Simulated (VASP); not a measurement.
# NaCl (P6_3/mmc) in VASP: notebook

The runs below take NaCl through relaxation of cell and atoms, single point, with LDA, r2SCAN.

Program: VASP 6.6.1. These are calculated values, not measurements. Logs are shortened: lines on timing, memory, paths and dates and some standing lists are left out, and cuts for length are marked.

## 1. The cell of the first run

The structure is hexagonal, space group P6_3/mmc (No. 194). Conventional cell: a = 3.955 Å, b = 3.955 Å, c = 6.839 Å, α = 90.00°, β = 90.00°, γ = 120.00°. Within 3.8 Å of Na (site symmetry -3m) lie 6 Cl at 2.85 Å and 2 Na at 3.42 Å. Cl (site symmetry -6m2) has 6 Na at 2.85 Å within 3.8 Å.

## 2. Relaxation of cell and atoms, LDA

INCAR

```
  PREC = Accurate
  ENCUT = 600
  EDIFF = 1E-7
  ISMEAR = -1
  SIGMA = 0.02
  LREAL = F
  LASPH = T
  NELM = 80
  ALGO = Normal
  ISIF = 3
  LWAVE = F
  LCHARG = F
  GGA = CA
  IBRION = 2
  NSW = 80
  EDIFFG = -0.005
```

KPOINTS

```
Automatic mesh
0
Gamma
  6 6 4
```

POSCAR

```
NaCl
1.0
    3.9554594119      0.0000000000      0.0000000000
   -1.9777297060      3.4255283344      0.0000000000
    0.0000000000      0.0000000000      6.8388213760
Na Cl
2 2
Direct
    0.0000000000      0.0000000000      0.0000000000
    0.0000000000      0.0000000000      0.5000000000
    0.3333333333      0.6666666667      0.2500000000
    0.6666666667      0.3333333333      0.7500000000
```

Potentials or basis: VASP PAW LDA potentials, release 64 (Na_pv, Cl).

Launch:

```console
$ cat potpaw_LDA.64/Na_pv/POTCAR potpaw_LDA.64/Cl/POTCAR > POTCAR
$ mpirun -np 1 vasp_std > vasp.out
```

OUTCAR:

```text
PREC = Accurate
   ENCUT = 600
   EDIFF = 1E-7
   ISMEAR = -1
   LREAL = F
   LASPH = T
   NELM = 80
   ISIF = 3
   GGA = CA
   IBRION = 2
   NSW = 80
   EDIFFG = -0.005

 ion  position               nearest neighbor table
   1  0.000  0.000  0.000-
   2  0.000  0.000  0.500-
   3  0.333  0.667  0.250-
   4  0.667  0.333  0.750-

  LATTYP: Found a hexagonal cell.
 ALAT       =     3.9554594119
 C/A-ratio  =     1.7289575404

  Lattice vectors:

 A1 = (   3.9554594119,   0.0000000000,   0.0000000000)
 A2 = (  -1.9777297060,   3.4255283344,   0.0000000000)
 A3 = (   0.0000000000,   0.0000000000,   6.8388213760)

Analysis of symmetry for initial positions (statically):
=====================================================================
 Subroutine PRICEL returns:
 Original cell was already a primitive cell.

 Routine SETGRP: Setting up the symmetry group for a
 hexagonal supercell.

 Subroutine GETGRP returns: Found 24 space group operations
 (whereof 12 operations were pure point group operations)
 out of a pool of 24 trial point group operations.

The static configuration has the point symmetry D_3d.
 The point group associated with its full space group is D_6h.

Analysis of symmetry for dynamics (positions and initial velocities):
=====================================================================
 Subroutine PRICEL returns:
 Original cell was already a primitive cell.

 Routine SETGRP: Setting up the symmetry group for a
 hexagonal supercell.

 Subroutine GETGRP returns: Found 24 space group operations
 (whereof 12 operations were pure point group operations)
 out of a pool of 24 trial point group operations.

The dynamic configuration has the point symmetry D_3d.
 The point group associated with its full space group is D_6h.

 Subroutine INISYM returns: Found 24 space group operations
 (whereof 12 operations are pure point group operations),
 and found     1 'primitive' translations

----------------------------------------------------------------------------------------

                                     Primitive cell

  volume of cell :      92.6629

  direct lattice vectors                    reciprocal lattice vectors
     3.955459412  0.000000000  0.000000000     0.252815134  0.145962885  0.000000000
    -1.977729706  3.425528334  0.000000000     0.000000000  0.291925771  0.000000000
     0.000000000  0.000000000  6.838821376     0.000000000  0.000000000  0.146224027

  length of vectors
     3.955459412  3.955459412  6.838821376     0.291925771  0.291925771  0.146224027
[... 86 lines left out ...]
   NFREE  =      1    steps in history (QN), initial steepest desc. (CG)
   ISIF   =      3    stress and relaxation
   ISYM   =      2    0-nonsym 1-usesym 2-fastsym
   POTIM  = 0.5000    time-step for ionic-motion
   TEBEG  =    0.0;   TEEND  =   0.0 temperature during run
   PSTRESS=    0.0 pullay stress
   NELECT =      28.0000    total number of electrons
   NUPDOWN=      -1.0000    fix difference up-down
   EMIN   =  10.00;   EMAX   =-10.00  energy-range for DOS
   EFERMI =   0.00;   METHOD = LEGACY
   ISMEAR =    -1;   SIGMA  =   0.02  broadening in eV -4-tet -1-fermi 0-gaus
   EFERMI_NEDOS =   21; number of points for ismear=-14 and -15
   IALGO  =     38    algorithm
   IMIX   =      4    mixing-type and parameters
     AMIX     =   0.40;   BMIX     =  1.00
     AMIX_MAG =   1.60;   BMIX_MAG =  1.00
  volume/ion in A,a.u.               =      23.17       156.33
  Fermi-wavevector in a.u.,A,eV,Ry     =   1.098565  2.075986 16.420111  1.206844
  Thomas-Fermi vector in A             =   2.234944
   LORBIT       =      0    0 simple, 1 ext, 2 COOP (PROOUT), +10 PAW based schemes
   GGA     = CA    functional components
   LHFCALC =     F    Hartree Fock is set to
   AEXX    =    0.0000 exact exchange contribution
   IVDW    =     0    specifies the selected vdW correction
   LEPSILON=     F    determine dielectric tensor
   LRPA    =     F    only Hartree local field effects (RPA)
 conjugate gradient relaxation of ions
 non-spin polarized calculation
  energy-cutoff  :      600.00
  volume of cell :       92.66
 maximum number of plane-waves:      3168
 NGX is ok and might be reduce to    32
   NGX = 15   NGY = 15   NGZ = 27

--------------------------------------- Ionic step        1  -------------------------------------------

 number of electron      28.0000009 magnetization

 Free energy of the ion-electron system (eV)
  ---------------------------------------------------
  ext. energy  EPLUGINS =         0.00000000
  ---------------------------------------------------
  free energy    TOTEN  =       -14.56709692 eV

  energy without entropy =      -14.56709692  energy(sigma->0) =      -14.56709692

------------------------ aborting loop because EDIFF is reached ----------------------------------------

  FORCE on cell =-STRESS in cart. coord.  units (eV):
  Direction    XX          YY          ZZ          XY          YZ          ZX
  --------------------------------------------------------------------------------------
  -------------------------------------------------------------------------------------
  Total       -1.6987448     -1.6987448     -1.7036166      0.0000000     -0.0000000      0.0000000
  in kB      -29.3719618    -29.3719618    -29.4561973      0.0000000     -0.0000000      0.0000000
  external PRESSURE =     -29.4000403 kB  Pullay stress =       0.0000000 kB
[... 25 lines left out ...]
--------------------------------------- Ionic step        2  -------------------------------------------

 number of electron      27.9999993 magnetization

 E-fermi :  -0.2359     XC(G=0):  -8.8456

 val. band max:       -0.6918545841   @ k =   0.0000   0.0000   0.0000
 cond. band min:       4.0273917025   @ k =   0.0000   0.0000   0.0000
 fundamental gap:      4.7192462866
 Fermi energy:        -0.2358870179

 k-point     1 :       0.0000    0.0000    0.0000
  band No.  band energies     occupation
      1     -21.6297      2.00000
      2     -21.5673      2.00000
      3     -21.5673      2.00000
      4     -21.5598      2.00000
      5     -21.5598      2.00000
      6     -21.5551      2.00000
[... 695 lines left out ...]
--------------------------------------- Ionic step        9  -------------------------------------------

 number of electron      28.0000004 magnetization

 Free energy of the ion-electron system (eV)
  ---------------------------------------------------
  ext. energy  EPLUGINS =         0.00000000
  ---------------------------------------------------
  free energy    TOTEN  =       -14.67777690 eV

  energy without entropy =      -14.67777690  energy(sigma->0) =      -14.67777690

 E-fermi :   0.1496     XC(G=0):  -9.1148

 val. band max:       -0.2866155344   @ k =   0.0000   0.0000   0.0000
 cond. band min:       4.6655981455   @ k =   0.0000   0.0000   0.0000
 fundamental gap:      4.9522136799
 Fermi energy:         0.1496039227

 k-point     1 :       0.0000    0.0000    0.0000
  band No.  band energies     occupation
      1     -21.1654      2.00000
      2     -21.0884      2.00000
      3     -21.0884      2.00000
      4     -21.0792      2.00000
      5     -21.0792      2.00000
      6     -21.0729      2.00000
[... 461 lines left out ...]
  FREE ENERGIE OF THE ION-ELECTRON SYSTEM (eV)
  ---------------------------------------------------
  free  energy   TOTEN  =       -14.6777769047 eV

  energy  without entropy=      -14.6777769047  energy(sigma->0) =      -14.67777690

 reached required accuracy - stopping structural energy minimisation
```

Run time: 79 s. Hardware: 1 thread of AMD EPYC 9R45 (Zen 5), shared host; peak memory 0.17 GiB.

What came out:

* Free energy: -14.6778 eV
* Relaxed volume: 20.48 Å³/atom
* Relaxed cell: a = 3.790 Å, b = 3.790 Å, c = 6.587 Å, α = 90.00°, β = 90.00°, γ = 120.00°
* Space group after relaxing (to 0.1 Å): P6_3/mmc (No. 194)
* Energy gained by relaxing: 27.7 meV/atom
* Ionic steps: 9
* Pressure after relaxing: 0.0 GPa
* Band gap on the k mesh: 4.95 eV

The path:
```
step  energy change (eV)  largest force (eV/Å)  pressure (GPa)  volume (Å³)
   1              0.0000                0.0000           -2.94        92.66
   2             -0.0820                0.0000           -1.68        87.08
   3             -0.1101                0.0000           -0.21        82.50
   4             -0.1105                0.0000            0.01        81.91
   5             -0.1104                0.0000           -0.07        82.11
   6             -0.1105                0.0000           -0.06        82.10
   7             -0.1106                0.0000           -0.06        82.08
   8             -0.1107                0.0000           -0.06        82.08
   9             -0.1107                0.0000            0.01        81.92
```

Final structure:
```
CELL_PARAMETERS angstrom
3.78969 0.00000 0.00000
-1.89485 3.28197 0.00000
0.00000 0.00000 6.58676
ATOMIC_POSITIONS crystal
Na 0.00000 0.00000 0.00000
Na 0.00000 0.00000 0.50000
Cl 0.33333 0.66667 0.25000
Cl 0.66667 0.33333 0.75000
```

## 3. Single point, r2SCAN

This run uses another cell than the first one, of 22.10 Å³/atom.

POSCAR

```
NaCl
1.0
    3.8922714912      0.0000000000      0.0000000000
   -1.9461357456      3.3708059898      0.0000000000
    0.0000000000      0.0000000000      6.7368163433
Na Cl
2 2
Direct
    0.0000000000      0.0000000000      0.0000000000
    0.0000000000      0.0000000000      0.5000000000
    0.3333333333      0.6666666667      0.2500000000
    0.6666666667      0.3333333333      0.7500000000
```

INCAR.step1

```
SYSTEM = NaCl
PREC     = Accurate       ! precision mode
ENCUT    = 520            ! plane-wave cutoff, eV
ISMEAR   = 0              ! smearing method
SIGMA    = 0.01           ! smearing width, eV
LREAL    = .False.        ! projectors in reciprocal space
LASPH    = .True.         ! aspherical terms in the spheres
NELM     = 60             ! most SCF steps
NBANDS   = 22             ! bands
GGA      = PE             ! functional
ALGO     = Normal         ! electronic algorithm
EDIFF    = 1E-4           ! SCF threshold, eV
LWAVE    = .True.         ! write WAVECAR
LCHARG   = .False.        ! write CHGCAR
```

INCAR.step2

```
SYSTEM = NaCl
PREC     = Accurate       ! precision mode
ENCUT    = 520            ! plane-wave cutoff, eV
EDIFF    = 1E-6           ! SCF threshold, eV
ISMEAR   = 0              ! smearing method
SIGMA    = 0.01           ! smearing width, eV
LREAL    = .False.        ! projectors in reciprocal space
LASPH    = .True.         ! aspherical terms in the spheres
NELM     = 60             ! most SCF steps
ALGO     = Normal         ! electronic algorithm
ISIF     = 2              ! what is computed and relaxed
LWAVE    = .False.        ! write WAVECAR
LCHARG   = .False.        ! write CHGCAR
METAGGA  = R2SCAN         ! meta-GGA
LMIXTAU  = .True.       
NBANDS   = 22             ! bands
ISTART   = 1
```

KPOINTS

```
regular mesh
0
Gamma
  12 12 4
  0 0 0
```

Potentials or basis: VASP PAW PBE potentials, release 64 (Na_pv, Cl).

Launch:

```console
$ cat potpaw_PBE.64/Na_pv/POTCAR potpaw_PBE.64/Cl/POTCAR > POTCAR
$ cp INCAR.step1 INCAR
$ mpirun -np 1 vasp_std > vasp.out
$ cp INCAR.step2 INCAR
$ mpirun -np 1 vasp_std > vasp.out
```

Run time: 3.4 min. Hardware: 1 thread of AMD EPYC 9R45 (Zen 5), shared host; peak memory 0.22 GiB.

Results (log left out):

* Free energy: -27.4709 eV
* Pressure: -0.2 GPa
* Band gap on the k mesh: 5.89 eV

Stress tensor (GPa, compression positive):
```
-0.15  0.00  0.00
 0.00 -0.15  0.00
 0.00  0.00 -0.26
```

Levels at points of the mesh, in eV from the valence-band top:
```
           k point  band 10  band 11  band 12  band 13  band 14  band 15  band 16  band 17  band 18  band 19
(0.00, 0.00, 0.00)    -0.24    -0.23    -0.23     0.00     0.00     5.89     8.07    10.83    11.24    12.27
(0.50, 0.00, 0.00)    -1.54    -1.13    -0.67    -0.59    -0.33     8.39     8.65     9.04    10.84    10.91
(0.00, 0.00, 0.50)    -1.28    -0.12    -0.12    -0.12    -0.12     7.35     7.35    10.45    10.45    12.05
(0.50, 0.00, 0.50)    -1.90    -0.68    -0.68    -0.46    -0.46     8.28     8.28     9.57     9.57    11.90
```

Caveat: the PAW data sets were made with another functional, which shifts forces and pressure a little.
